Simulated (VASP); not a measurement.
# RhO in VASP: notebook

RhO is run at these levels: PBE; tasks: single point.

Program: VASP 6.6.1. These are calculated values, not measurements. Logs are shortened: lines on timing, memory, paths and dates and some standing lists are left out, and cuts for length are marked.

**1. The cell of the first run**

The typed cell holds 2 atoms: a = 2.760 Å, b = 2.760 Å, c = 2.760 Å, α = 90.00°, β = 90.00°, γ = 90.00°.

**2. Single point, PBE**

Contents of INCAR:

```
SYSTEM = RhO
PREC = Accurate
ENCUT = 520
EDIFF = 1E-7
ISMEAR = 0
SIGMA = 0.1
LREAL = .False.
LASPH = .True.
NELM = 100
ALGO = Normal
ISIF = 2
LWAVE = .False.
LCHARG = .True.
GGA = PE
LELF = .True.
LVHAR = .True.
NBANDS = 18
```

Contents of KPOINTS:

```
Automatic mesh
0
Gamma
  22 22 16
  0 0 0
```

Contents of POSCAR:

```
RhO
1.0
    2.7603672915      0.0000000000      0.0000000000
    0.0000000000      2.7603672915      0.0000000000
    0.0000000000      0.0000000000      2.7599342576
Rh O
1 1
Direct
    0.5000000000      0.5000000000      0.5000000000
    0.0000000000      0.0000000000      0.0000000000
```

Potentials or basis: VASP PAW PBE potentials, release 64 (Rh_pv, O).

Run with:

```console
$ cat potpaw_PBE.64/Rh_pv/POTCAR potpaw_PBE.64/O/POTCAR > POTCAR
$ mpirun -np 1 vasp_std > vasp.out
```

OUTCAR:

```text
SYSTEM = RhO
   PREC = Accurate
   ENCUT = 520
   EDIFF = 1E-7
   ISMEAR = 0
   LREAL = .False.
   LASPH = .True.
   NELM = 100
   ISIF = 2
   GGA = PE

 ion  position               nearest neighbor table
   1  0.500  0.500  0.500-   2 2.39   2 2.39   2 2.39   2 2.39   2 2.39   2 2.39   2 2.39   2 2.39

   2  0.000  0.000  0.000-   1 2.39   1 2.39   1 2.39   1 2.39   1 2.39   1 2.39   1 2.39   1 2.39

  LATTYP: Found a simple tetragonal cell.
 ALAT       =     2.7603672915
 C/A-ratio  =     0.9998431245

  Lattice vectors:

 A1 = (   2.7603672915,   0.0000000000,   0.0000000000)
 A2 = (   0.0000000000,   2.7603672915,   0.0000000000)
 A3 = (   0.0000000000,   0.0000000000,   2.7599342576)

Analysis of symmetry for initial positions (statically):
=====================================================================
 Subroutine PRICEL returns:
 Original cell was already a primitive cell.

 Routine SETGRP: Setting up the symmetry group for a
 simple tetragonal supercell.

 Subroutine GETGRP returns: Found 16 space group operations
 (whereof 16 operations were pure point group operations)
 out of a pool of 16 trial point group operations.

The static configuration has the point symmetry D_4h.

Analysis of symmetry for dynamics (positions and initial velocities):
=====================================================================
 Subroutine PRICEL returns:
 Original cell was already a primitive cell.

 Routine SETGRP: Setting up the symmetry group for a
 simple tetragonal supercell.

 Subroutine GETGRP returns: Found 16 space group operations
 (whereof 16 operations were pure point group operations)
 out of a pool of 16 trial point group operations.

The dynamic configuration has the point symmetry D_4h.

 Subroutine INISYM returns: Found 16 space group operations
 (whereof 16 operations are pure point group operations),
 and found     1 'primitive' translations

----------------------------------------------------------------------------------------

                                     Primitive cell

  volume of cell :      21.0297

  direct lattice vectors                    reciprocal lattice vectors
     2.760367292  0.000000000  0.000000000     0.362270631  0.000000000  0.000000000
     0.000000000  2.760367292  0.000000000     0.000000000  0.362270631  0.000000000
     0.000000000  0.000000000  2.759934258     0.000000000  0.000000000  0.362327471

  length of vectors
     2.760367292  2.760367292  2.759934258     0.362270631  0.362270631  0.362327471

  position of ions in fractional coordinates (direct lattice)
     0.500000000  0.500000000  0.500000000
     0.000000000  0.000000000  0.000000000

  ion indices of the primitive-cell ions
   primitive index   ion index
                 1           1
                 2           2

----------------------------------------------------------------------------------------

 KPOINTS: Automatic mesh

Automatic generation of k-mesh.
 Grid dimensions read from file:
 generate k-points for:   22   22   16

 Generating k-lattice:

  Cartesian coordinates                     Fractional coordinates (reciprocal lattice)
     0.016466847  0.000000000  0.000000000     0.045454545  0.000000000  0.000000000
     0.000000000  0.016466847  0.000000000     0.000000000  0.045454545  0.000000000
     0.000000000  0.000000000  0.022645467     0.000000000  0.000000000  0.062500000

  Length of vectors
     0.016466847  0.016466847  0.022645467

  Shift w.r.t. Gamma in fractional coordinates (k-lattice)
     0.000000000  0.000000000  0.000000000

 Subroutine IBZKPT returns following result:
 ===========================================

 Found    702 irreducible k-points:

 Following reciprocal coordinates:
            Coordinates               Weight
  0.000000  0.000000  0.000000      1.000000
  0.045455  0.000000  0.000000      4.000000
  0.090909  0.000000  0.000000      4.000000
  0.136364  0.000000  0.000000      4.000000
  0.181818  0.000000  0.000000      4.000000
  0.227273  0.000000  0.000000      4.000000
[... 16 lines left out ...]
  0.500000  0.045455  0.000000      4.000000
  0.090909  0.090909  0.000000      4.000000
 [... further k-points ...]
   k-points           NKPTS =    702   k-points in BZ     NKDIM =    702   number of bands    NBANDS=     18
   number of dos      NEDOS =    301   number of ions     NIONS =      2
   total plane-waves  NPLWV =  13824
   dimension x,y,z NGX =    24 NGY =   24 NGZ =   24
   dimension x,y,z NGXF=    48 NGYF=   48 NGZF=   48
   ions per type =               1   1
   NGX,Y,Z   is equivalent  to a cutoff of  14.45, 14.45, 14.46 a.u.
   NGXF,Y,Z  is equivalent  to a cutoff of  28.91, 28.91, 28.91 a.u.
 SYSTEM =  RhO
   PREC   = accura    normal or accurate (medium, high low for compatibility)
   ISTART =      0    job   : 0-new  1-cont  2-samecut
   ICHARG =      2    charge: 1-file 2-atom 10-const
   ISPIN  =      1    spin polarized calculation?
   LNONCOLLINEAR =      F non collinear calculations
   LSORBIT =      F    spin-orbit coupling
   LASPH  =      T    aspherical Exc in radial PAW
   ENCUT  =  520.0 eV  38.22 Ry    6.18 a.u.   5.13  5.13  5.13*2*pi/ulx,y,z
   NELM   =    100;   NELMIN=  2; NELMDL= -5     # of ELM steps
   EDIFF  = 0.1E-06   stopping-criterion for ELM
   LREAL  =      F    real-space projection
   EDIFFG = 0.1E-05   stopping-criterion for IOM
   NSW    =      0    number of steps for IOM
   IBRION =     -1    ionic relax: 0-MD 1-quasi-New 2-CG
   NFREE  =      0    steps in history (QN), initial steepest desc. (CG)
   ISIF   =      2    stress and relaxation
   ISYM   =      2    0-nonsym 1-usesym 2-fastsym
   POTIM  = 0.5000    time-step for ionic-motion
   TEBEG  =    0.0;   TEEND  =   0.0 temperature during run
   PSTRESS=    0.0 pullay stress
   NELECT =      21.0000    total number of electrons
   NUPDOWN=      -1.0000    fix difference up-down
   EMIN   =  10.00;   EMAX   =-10.00  energy-range for DOS
   EFERMI =   0.00;   METHOD = LEGACY
   ISMEAR =     0;   SIGMA  =   0.10  broadening in eV -4-tet -1-fermi 0-gaus
   EFERMI_NEDOS =   21; number of points for ismear=-14 and -15
   IALGO  =     38    algorithm
   IMIX   =      4    mixing-type and parameters
     AMIX     =   0.40;   BMIX     =  1.00
     AMIX_MAG =   1.60;   BMIX_MAG =  1.00
  volume/ion in A,a.u.               =      10.51        70.96
  Fermi-wavevector in a.u.,A,eV,Ry     =   1.636328  3.092212 36.430555  2.677570
  Thomas-Fermi vector in A             =   2.727653
   LORBIT       =      0    0 simple, 1 ext, 2 COOP (PROOUT), +10 PAW based schemes
   GGA     = PE    functional components
   LHFCALC =     F    Hartree Fock is set to
   AEXX    =    0.0000 exact exchange contribution
   IVDW    =     0    specifies the selected vdW correction
   LEPSILON=     F    determine dielectric tensor
   LRPA    =     F    only Hartree local field effects (RPA)
 non-spin polarized calculation
 Gauss-broadening in eV      SIGMA  =   0.10
  energy-cutoff  :      520.00
  volume of cell :       21.03
 maximum number of plane-waves:       587
 NGX is ok and might be reduce to    24
   NGX = 11   NGY = 11   NGZ = 11

 number of electron      21.0000006 magnetization

 Free energy of the ion-electron system (eV)
  ---------------------------------------------------
  ext. energy  EPLUGINS =         0.00000000
  ---------------------------------------------------
  free energy    TOTEN  =       -11.42398953 eV

  energy without entropy =      -11.40947144  energy(sigma->0) =      -11.41673048

 E-fermi :   9.5369     XC(G=0): -13.4256

 val. band max:        9.5368190620   @ k =   0.5000   0.0455   0.1250
 cond. band min:       9.5385679205   @ k =   0.4091   0.4091   0.3750
 fundamental gap:      0.0017488585
 Fermi energy:         9.5369300777

 k-point     1 :       0.0000    0.0000    0.0000
  band No.  band energies     occupation
      1     -36.8232      2.00000
      2     -36.8232      2.00000
      3     -36.8199      2.00000
      4     -10.4348      2.00000
      5       5.0463      2.00000
      6       5.0483      2.00000
[... 10 lines left out ...]
     17      29.0873      0.00000
     18      29.0915      0.00000

 k-point     2 :       0.0455    0.0000    0.0000
  band No.  band energies     occupation
      1     -36.8296      2.00000
      2     -36.8226      2.00000
      3     -36.8194      2.00000
      4     -10.4171      2.00000
      5       4.9876      2.00000
      6       5.0577      2.00000
[... 10 lines left out ...]
     17      29.0644      0.00000
     18      29.2564      0.00000

 k-point     3 :       0.0909    0.0000    0.0000
  band No.  band energies     occupation
      1     -36.8483      2.00000
      2     -36.8210      2.00000
      3     -36.8178      2.00000
      4     -10.3654      2.00000
      5       4.7680      2.00000
      6       5.0868      2.00000
[... 10 lines left out ...]
     17      28.9737      0.00000
     18      29.6701      0.00000

 k-point     4 :       0.1364    0.0000    0.0000
  band No.  band energies     occupation
      1     -36.8777      2.00000
      2     -36.8185      2.00000
      3     -36.8153      2.00000
      4     -10.2828      2.00000
      5       4.3689      2.00000
      6       5.1330      2.00000
[... 375 lines left out ...]
      4      -9.4782      2.00000
      5       1.4769      2.00000
      6       4.8803      2.00000
[... 10 lines left out ...]
     17      26.9253      0.00000
     18      30.9303      0.00000

 k-point    23 :       0.5000    0.0455    0.0000
  band No.  band energies     occupation
      1     -37.1338      2.00000
      2     -36.8023      2.00000
      3     -36.7924      2.00000
      4      -9.4559      2.00000
      5       1.4142      2.00000
      6       4.8604      2.00000
[... 10 lines left out ...]
     17      26.8759      0.00000
     18      30.9304      0.00000

 k-point    24 :       0.0909    0.0909    0.0000
  band No.  band energies     occupation
      1     -36.8472      2.00000
      2     -36.8449      2.00000
      3     -36.8156      2.00000
      4     -10.2995      2.00000
      5       4.8159      2.00000
      6       4.8220      2.00000
[... 10 lines left out ...]
     17      28.9172      0.00000
     18      30.2075      0.00000

 [... further k-points ...]
[... 5 lines left out ...]
  --------------------------------------------------------------------------------------
  -------------------------------------------------------------------------------------
  Total       -0.0063549     -0.0063549     -0.0075728      0.0000000      0.0000000      0.0000000
  in kB       -0.4841552     -0.4841552     -0.5769474      0.0000000      0.0000000      0.0000000
  external PRESSURE =      -0.5150859 kB  Pullay stress =       0.0000000 kB

 VOLUME and BASIS-vectors are now :
 -----------------------------------------------------------------------------
  energy-cutoff  :      520.00
  volume of cell :       21.03
      direct lattice vectors                 reciprocal lattice vectors
     2.760367292  0.000000000  0.000000000     0.362270631  0.000000000  0.000000000
     0.000000000  2.760367292  0.000000000     0.000000000  0.362270631  0.000000000
     0.000000000  0.000000000  2.759934258     0.000000000  0.000000000  0.362327471

 POSITION                                       TOTAL-FORCE (eV/Angst)
 -----------------------------------------------------------------------------------
      1.38018      1.38018      1.37997         0.000000      0.000000      0.000000
      0.00000      0.00000      0.00000         0.000000      0.000000      0.000000
 -----------------------------------------------------------------------------------
    total drift:                                0.000000     -0.000000     -0.000000

  FREE ENERGIE OF THE ION-ELECTRON SYSTEM (eV)
  ---------------------------------------------------
  free  energy   TOTEN  =       -11.4239895252 eV

  energy  without entropy=      -11.4094714362  energy(sigma->0) =      -11.41673048
```

Run time: 2.7 min. Hardware: 1 thread of Intel Xeon Platinum 8259CL at 2.50GHz (Skylake/Cascade Lake), shared host; peak memory 0.35 GiB.

What came out:

| Property | Result |
| --- | --- |
| Free energy | -11.4240 eV |
| Pressure | -0.1 GPa |
| Band gap on the k mesh | zero (an odd number of electrons rules out a gap without spin polarisation) |

Caveat: an odd number of electrons without spin polarisation forces a metal; a magnetic or distorted state may lie lower.

**3. Single point, PBE**

Contents of INCAR:

```
ALGO = Normal ; EDIFF = 1E-7
ENCUT = 520 ; GGA = PE
ISIF = 2 ; ISMEAR = 0
LASPH = True ; LCHARG = False
LREAL = False ; LWAVE = False
NBANDS = 18 ; NELM = 60
PREC = Accurate ; SIGMA = 0.1
```

Contents of KPOINTS:

```
k-points
0
Gamma
  20 20 20
```

POSCAR is that of step 2.

Potentials or basis: VASP PAW PBE potentials, release 64 (Rh_pv, O).

Run with:

```console
$ cat potpaw_PBE.64/Rh_pv/POTCAR potpaw_PBE.64/O/POTCAR > POTCAR
$ mpirun -np 1 vasp_std > vasp.out
```

Run time: 2.7 min. Hardware: 1 thread of Intel Xeon Platinum 8259CL at 2.50GHz (Skylake/Cascade Lake), shared host; peak memory 0.36 GiB.

It converged, with:

* Free energy: -11.4245 eV
* Pressure: -0.1 GPa
* Band gap on the k mesh: zero (an odd number of electrons rules out a gap without spin polarisation)

Levels at points of the mesh, in eV from the Fermi level:
| k point | band 7 | band 8 | band 9 | band 10 | band 11 | band 12 | band 13 | band 14 | band 15 | band 16 |
| --- | --- | --- | --- | --- | --- | --- | --- | --- | --- | --- |
| (0.00, 0.00, 0.00) | -3.22 | -3.22 | -3.21 | -0.44 | -0.44 | -0.44 | 0.50 | 17.42 | 17.42 | 19.55 |
| (0.50, 0.00, 0.00) | -4.64 | -3.97 | -0.26 | -0.05 | 0.88 | 0.88 | 6.34 | 8.39 | 13.54 | 17.23 |
| (0.50, 0.50, 0.00) | -3.59 | -2.64 | -2.29 | -1.66 | -1.66 | 0.72 | 8.38 | 10.89 | 10.89 | 17.91 |
| (0.00, 0.00, 0.50) | -4.65 | -3.97 | -0.26 | -0.04 | 0.88 | 0.88 | 6.34 | 8.39 | 13.54 | 17.23 |
| (0.50, 0.00, 0.50) | -3.58 | -2.64 | -2.29 | -1.66 | -1.66 | 0.72 | 8.38 | 10.89 | 10.89 | 17.91 |
| (0.50, 0.50, 0.50) | -7.57 | 0.81 | 0.81 | 1.38 | 1.38 | 1.38 | 7.97 | 7.97 | 7.97 | 16.83 |

Caveat: an odd number of electrons without spin polarisation forces a metal; a magnetic or distorted state may lie lower.

(Continued in part 2 of 2.)

The gap in the log of VASP goes by the Fermi energy; the results here count the filled bands.